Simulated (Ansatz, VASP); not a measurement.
# Cu: VASP beside Ansatz

File POSCAR:

```
Cu
1.0
    0.0000000000      1.8075000000      1.8075000000
    1.8075000000      0.0000000000      1.8075000000
    1.8075000000      1.8075000000      0.0000000000
Cu
1
Direct
    0.0000000000      0.0000000000      0.0000000000
```

Contents of INCAR.step1:

```
SYSTEM = Cu
PREC = Accurate ; ENCUT = 600
EDIFF = 1E-5 ; ISMEAR = -1
SIGMA = 0.05 ; LREAL = .False.
LASPH = .True. ; NELM = 120
ALGO = Normal ; LWAVE = .True.
LCHARG = .False. ; GGA = PE
NBANDS = 12 ; GGA_COMPAT = .False.
IBRION = 2 ; ISIF = 3
EDIFFG = -0.005 ; NELMIN = 4
NSW = 100
```

The input INCAR.step2:

```
SYSTEM = Cu
PREC = Accurate ; ENCUT = 600
EDIFF = 1E-7 ; ISMEAR = -1
SIGMA = 0.05 ; LREAL = .False.
LASPH = .True. ; NELM = 120
ALGO = Normal ; ISIF = 3
LWAVE = .False. ; LCHARG = .False.
GGA = PS ; LHFCALC = .True.
AEXX = 0.25 ; PRECFOCK = Normal
IBRION = 2 ; NSW = 60
EDIFFG = -0.01 ; ISTART = 1
GGA_COMPAT = .False. ; NELMIN = 4
```

File KPOINTS:

```
regular mesh
0
Gamma
  7 7 7
  0 0 0
```

input.yaml

```yaml
crystal:
  lattice:
    - [0.0, 1.8075, 1.8075]
    - [1.8075, 0.0, 1.8075]
    - [1.8075, 1.8075, 0.0]
  atoms:
    - { symbol: Cu, position: [0.0, 0.0, 0.0] }
hamiltonian:
  xc: { exchange: pbesol, correlation: pbesol, exx: { coeff: 0.25 } }
  pseudopotentials: { kind: paw }
kpoints:
  mp_grid: { grid: [7, 7, 7] }
scf:
  occupations: { method: fermi_dirac, width: 0.05 }
output:
  forces: true
  stress: true
relax:
  f_tol: 0.01
  max_steps: 40
  cell: { stress_tol: 0.05 }
```

Alike in both runs: task relaxation of cell and atoms; functional PBEsol-based global hybrid; k mesh 7 × 7 × 7; occupations fermi-dirac, width 0.05 eV; no spin polarisation.

```csv
,VASP,Ansatz
version,VASP 6.6.1,Ansatz 0.2.0
potentials or method,"VASP PAW PBE potentials, release 64 (Cu)",Ansatz PAW
plane-wave cutoff (eV),600,420
valence electrons in the cell,11,19
```

VASP gave:

| Quantity | Value |
| --- | --- |
| gap on the k mesh at the Fermi level, each at its own relaxed structure (eV) | none |
| relaxed volume (Å³/atom) | 11.48 |
| relaxed cell length with the largest relative difference (Å) | 2.532 |

Problem. What did Ansatz give for the same quantities?

Solution. gap on the k mesh at the Fermi level, each at its own relaxed structure (eV): none; relaxed volume (Å³/atom): 11.44; relaxed cell length with the largest relative difference (Å): 2.529.

VASP's potentials were made for PBE, not for PBEsol-based global hybrid. A gap of «none» marks a metal or a gap that the smearing closes. VASP's potentials hold 11 valence electrons a cell and Ansatz's 19, so a difference there can come from the potentials and not from the codes.

The k mesh is coarse, so the values compare programs but aren't converged. Noted on Ansatz's run: the plane-wave basis is chosen anew once the cell has moved, so the energies of steps on either side of that aren't comparable.
